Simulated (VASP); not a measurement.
Here is a VASP 6.6.1 calculation.

Contents of INCAR:

```
ALGO = Normal
EDIFF = 1E-7
EDIFFG = -0.04
ENCUT = 600
GGA = PE
IBRION = 2
ISIF = 3
ISMEAR = 0
LASPH = T
LCHARG = F
LREAL = F
LWAVE = F
NELM = 80
NSW = 90
PREC = Accurate
SIGMA = 0.1
```

The input KPOINTS:

```
k-points
0
Gamma
  6 6 4
```

POSCAR

```
W2S
1.0
    3.7614517260      0.0000000000      0.0000000000
   -1.8807258630      3.2575127498      0.0000000000
    0.0000000000      0.0000000000      4.0613681427
W S
2 1
Direct
    0.3333333333      0.6666666667      0.5000000000
    0.6666666667      0.3333333333      0.5000000000
    0.0000000000      0.0000000000      0.0000000000
```

Potentials or basis: VASP PAW PBE potentials, release 64 (W_sv, S).

Launch:

```sh
$ cat potpaw_PBE.64/W_sv/POTCAR potpaw_PBE.64/S/POTCAR > POTCAR
$ mpirun -np 1 vasp_std > vasp.out
```

(1) Predict the band gap on the k mesh.

(2) Estimate the relaxed volume.

## Answers

(1) zero (band 17 reaches 10.90 eV, above the bottom of band 18 at 9.18 eV).

(2) 16.75 Å³/atom.

Caveat: the k points lie up to 0.54 Å⁻¹ apart in the final cell; spin-orbit coupling is left out, which moves the levels of the heavy elements.
